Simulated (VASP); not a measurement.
# Ba2BiSb2 (Immm) in VASP: relaxation of the atoms with PBE

Aim: the relaxation of the atoms of Ba2BiSb2 with PBE.

Everything below comes from runs of VASP 6.6.1. Logs are shortened: lines on timing, memory, paths and dates and some standing lists are left out, and cuts for length are marked.

**1. The cell of the first run**

Symmetry: Immm, No. 71, orthorhombic system. Conventional cell: a = 4.809 Å, b = 7.698 Å, c = 9.913 Å, α = 90.00°, β = 90.00°, γ = 90.00°. Bi (site symmetry mmm) has 4 Sb at 3.33 Å and 4 Ba at 3.67 Å within 4.4 Å. Within 4.7 Å of Ba (site symmetry mm2) lie 6 Sb at 3.60 Å and 4 Bi at 3.67 to 4.42 Å and 5 Ba at 4.37 to 4.58 Å. Sb (site symmetry m2m) has 1 Sb at 3.10 Å and 2 Bi at 3.33 Å and 6 Ba at 3.60 Å within 4.1 Å.

**2. Relaxation of the atoms, PBE**

INCAR reads:

```
SYSTEM = Ba2BiSb2
ALGO     = Normal         ! electronic algorithm
EDIFF    = 1E-7           ! SCF threshold, eV
EDIFFG   = -0.01          ! ionic threshold
ENCUT    = 450            ! plane-wave cutoff, eV
GGA      = PE             ! functional
GGA_COMPAT= .FALSE.      
IBRION   = 2              ! ionic algorithm
ISIF     = 2              ! what is computed and relaxed
ISMEAR   = -1             ! smearing method
KPAR     = 4            
LASPH    = .TRUE.         ! aspherical terms in the spheres
LCHARG   = .FALSE.        ! write CHGCAR
LREAL    = .FALSE.        ! projectors in reciprocal space
LWAVE    = .FALSE.        ! write WAVECAR
NELM     = 120            ! most SCF steps
NELMIN   = 4            
NSW      = 60             ! ionic steps
PREC     = Accurate       ! precision mode
SIGMA    = 0.1            ! smearing width, eV
```

KPOINTS reads:

```
k-points
0
G
  6 6 6
  0 0 0
```

POSCAR reads:

```
Ba2BiSb2
1.0
   -2.4045010000      3.8490230000      4.9565970000
    4.8090010000      0.0000000000      0.0000000000
    2.4045010000      3.8490230000     -4.9565970000
Bi Ba Sb
1 2 2
Direct
    0.0000000000      0.0000000000      0.0000000000
    0.7202100000      0.2202100000      0.2797900000
    0.2797900000      0.7797900000      0.7202100000
    0.7016000000      0.5000000000      0.7016000000
    0.2984000000      0.5000000000      0.2984000000
```

Potentials or basis: VASP PAW PBE potentials, release 64 (Bi_d, Ba_sv, Sb).

The run is started by

```bash
cat potpaw_PBE.64/Bi_d/POTCAR potpaw_PBE.64/Ba_sv/POTCAR potpaw_PBE.64/Sb/POTCAR > POTCAR
mpirun -np 4 vasp_std > vasp.out
```

OUTCAR:

```text
SYSTEM = Ba2BiSb2
   EDIFF = 1E-7
   EDIFFG = -0.01
   ENCUT = 450
   GGA = PE
   IBRION = 2
   ISIF = 2
   ISMEAR = -1
   LASPH = .TRUE.
   LREAL = .FALSE.
   NELM = 120
   NELMIN = 4
   NSW = 60
   PREC = Accurate

 ion  position               nearest neighbor table
   1  0.000  0.000  0.000-   4 3.33   5 3.33   4 3.33   5 3.33   3 3.67   2 3.67   3 3.67   2 3.67

   2  0.720  0.220  0.280-   4 3.60   5 3.60   4 3.60   5 3.60   5 3.60   4 3.60   1 3.67   1 3.67
                             3 4.37   3 4.58   3 4.58   3 4.58   3 4.58
   3  0.280  0.780  0.720-   5 3.60   4 3.60   4 3.60   5 3.60   5 3.60   4 3.60   1 3.67   1 3.67
                             2 4.37   2 4.58   2 4.58   2 4.58   2 4.58
   4  0.702  0.500  0.702-   5 3.10   1 3.33   1 3.33   2 3.60   3 3.60   3 3.60   2 3.60   3 3.60
                             2 3.60
   5  0.298  0.500  0.298-   4 3.10   1 3.33   1 3.33   3 3.60   2 3.60   3 3.60   2 3.60   3 3.60
                             2 3.60

  LATTYP: Found a body centered orthorhombic cell.
 ALAT       =     4.8090010000
 B/A-ratio  =     1.6007578289
 C/A-ratio  =     2.0613832270

  Lattice vectors:

 A1 = (  -2.4045010000,   3.8490230000,   4.9565970000)
 A2 = (   2.4045000000,  -3.8490230000,   4.9565970000)
 A3 = (   2.4045010000,   3.8490230000,  -4.9565970000)

Analysis of symmetry for initial positions (statically):
=====================================================================
 Subroutine PRICEL returns:
 Original cell was already a primitive cell.

 Routine SETGRP: Setting up the symmetry group for a
 body centered orthorhombic supercell.

 Subroutine GETGRP returns: Found  8 space group operations
 (whereof  8 operations were pure point group operations)
 out of a pool of  8 trial point group operations.

The static configuration has the point symmetry D_2h.

Analysis of symmetry for dynamics (positions and initial velocities):
=====================================================================
 Subroutine PRICEL returns:
 Original cell was already a primitive cell.

 Routine SETGRP: Setting up the symmetry group for a
 body centered orthorhombic supercell.

 Subroutine GETGRP returns: Found  8 space group operations
 (whereof  8 operations were pure point group operations)
 out of a pool of  8 trial point group operations.

The dynamic configuration has the point symmetry D_2h.

 Subroutine INISYM returns: Found  8 space group operations
 (whereof  8 operations are pure point group operations),
 and found     1 'primitive' translations

[... 106 lines left out ...]
   ISIF   =      2    stress and relaxation
   ISYM   =      2    0-nonsym 1-usesym 2-fastsym
   POTIM  = 0.5000    time-step for ionic-motion
   TEBEG  =    0.0;   TEEND  =   0.0 temperature during run
   PSTRESS=    0.0 pullay stress
   NELECT =      45.0000    total number of electrons
   NUPDOWN=      -1.0000    fix difference up-down
   EMIN   =  10.00;   EMAX   =-10.00  energy-range for DOS
   EFERMI =   0.00;   METHOD = LEGACY
   ISMEAR =    -1;   SIGMA  =   0.10  broadening in eV -4-tet -1-fermi 0-gaus
   EFERMI_NEDOS =   21; number of points for ismear=-14 and -15
   IALGO  =     38    algorithm
   IMIX   =      4    mixing-type and parameters
     AMIX     =   0.40;   BMIX     =  1.00
     AMIX_MAG =   1.60;   BMIX_MAG =  1.00
  volume/ion in A,a.u.               =      36.70       247.65
  Fermi-wavevector in a.u.,A,eV,Ry     =   1.024722  1.936444 14.286865  1.050055
  Thomas-Fermi vector in A             =   2.158524
   LORBIT       =      0    0 simple, 1 ext, 2 COOP (PROOUT), +10 PAW based schemes
   GGA     = PE    functional components
   LHFCALC =     F    Hartree Fock is set to
   AEXX    =    0.0000 exact exchange contribution
   IVDW    =     0    specifies the selected vdW correction
   LEPSILON=     F    determine dielectric tensor
   LRPA    =     F    only Hartree local field effects (RPA)
 conjugate gradient relaxation of ions
 non-spin polarized calculation
  energy-cutoff  :      450.00
  volume of cell :      183.49
 maximum number of plane-waves:      4001
 NGX is ok and might be reduce to    48
   NGX = 23   NGY = 17   NGZ = 23

--------------------------------------- Ionic step        1  -------------------------------------------

 number of electron      45.0000006 magnetization

 Free energy of the ion-electron system (eV)
  ---------------------------------------------------
  ext. energy  EPLUGINS =         0.00000000
  ---------------------------------------------------
  free energy    TOTEN  =       -20.16011751 eV

  energy without entropy =      -20.08799125  energy(sigma->0) =      -20.12405438

------------------------ aborting loop because EDIFF is reached ----------------------------------------

  FORCE on cell =-STRESS in cart. coord.  units (eV):
  Direction    XX          YY          ZZ          XY          YZ          ZX
  --------------------------------------------------------------------------------------
  -------------------------------------------------------------------------------------
  Total        1.1194398      0.4553389      2.1940473      0.0000000      0.0000000     -0.0000002
  in kB        9.7744505      3.9758165     19.1574447      0.0000000      0.0000000     -0.0000019
  external PRESSURE =      10.9692372 kB  Pullay stress =       0.0000000 kB
[... 221 lines left out ...]
--------------------------------------- Ionic step        7  -------------------------------------------

 number of electron      45.0000006 magnetization

 Free energy of the ion-electron system (eV)
  ---------------------------------------------------
  ext. energy  EPLUGINS =         0.00000000
  ---------------------------------------------------
  free energy    TOTEN  =       -20.16175625 eV

  energy without entropy =      -20.08762662  energy(sigma->0) =      -20.12469144

 E-fermi :   4.7046     XC(G=0):  -9.0727

 val. band max:        4.6975398833   @ k =   0.1667   0.3333  -0.0000
 cond. band min:       4.7159086401   @ k =   0.5000   0.0000   0.5000
 fundamental gap:      0.0183687568
 Fermi energy:         4.7045943813

 k-point     1 :       0.0000    0.0000    0.0000
  band No.  band energies     occupation
      1     -23.2546      2.00000
      2     -23.2205      2.00000
      3     -17.9135      2.00000
      4     -17.9106      2.00000
      5     -17.7777      2.00000
      6     -17.7707      2.00000
[... 709 lines left out ...]
     26       6.3057      0.00000
     27       7.0164      0.00000

 [... further k-points ...]
[... 5 lines left out ...]
  --------------------------------------------------------------------------------------
  -------------------------------------------------------------------------------------
  Total        1.1352204      0.4321308      2.1667115      0.0000000      0.0000000     -0.0000002
  in kB        9.9122392      3.7731742     18.9187609      0.0000000      0.0000000     -0.0000019
  external PRESSURE =      10.8680581 kB  Pullay stress =       0.0000000 kB
[... 20 lines left out ...]
  FREE ENERGIE OF THE ION-ELECTRON SYSTEM (eV)
  ---------------------------------------------------
  free  energy   TOTEN  =       -20.1617562546 eV

  energy  without entropy=      -20.0876266192  energy(sigma->0) =      -20.12469144

 reached required accuracy - stopping structural energy minimisation
```

OSZICAR:

```text
N       E                     dE             d eps       ncg     rms          rms(c)
DAV:   1     0.385134952714E+03    0.38513E+03   -0.17571E+04  2492   0.131E+03
DAV:   2     0.189072847663E+02   -0.36623E+03   -0.35955E+03  3022   0.335E+02
[... 53 lines left out ...]
   6 F= -.20161725E+02 E0= -.20124663E+02  d E =-.164131E-03
       N       E                     dE             d eps       ncg     rms          rms(c)
DAV:   1    -0.201617094412E+02    0.15628E-04   -0.21461E-02  2484   0.545E-01    0.300E-02
DAV:   2    -0.201617540268E+02   -0.44586E-04   -0.63186E-04  2742   0.116E-01    0.113E-02
DAV:   3    -0.201617561920E+02   -0.21652E-05   -0.37299E-05  3926   0.262E-02    0.485E-03
DAV:   4    -0.201617562546E+02   -0.62601E-07   -0.85663E-07  2967   0.553E-03
   7 F= -.20161756E+02 E0= -.20124691E+02  d E =-.195328E-03
```

It took 95 s on 4 MPI ranks of Intel Xeon Platinum 8481C at 2.70GHz (Sapphire Rapids), shared host; peak memory 0.42 GiB.

Results:

| Property | Result |
| --- | --- |
| Free energy | -20.1618 eV |
| Energy gained by relaxing | 0.3 meV/atom |
| Ionic steps | 7 |
| Pressure after relaxing | 1.1 GPa |

Stress tensor (GPa, compression positive):
```
0.99 0.00 0.00
0.00 0.38 0.00
0.00 0.00 1.89
```

Step by step:
```
step  energy change (eV)  largest force (eV/Å)  pressure (GPa)
   1              0.0000                0.0624            1.10
   2             -0.0004                0.0501            1.09
   3             -0.0012                0.0296            1.09
   4             -0.0011                0.0481            1.09
   5             -0.0014                0.0304            1.09
   6             -0.0016                0.0120            1.09
   7             -0.0016                0.0013            1.09
```

Final structure:
```
Bi Ba Sb
1.0
    -2.40450    3.84902    4.95660
     4.80900    0.00000    0.00000
     2.40450    3.84902   -4.95660
Bi Ba Sb
1 2 2
Direct
  0.00000 0.00000 0.00000
  0.71860 0.21860 0.28140
  0.28140 0.78140 0.71860
  0.70426 0.50000 0.70426
  0.29574 0.50000 0.29574
```

Caveat: spin-orbit coupling is left out, which moves the levels of the heavy elements.
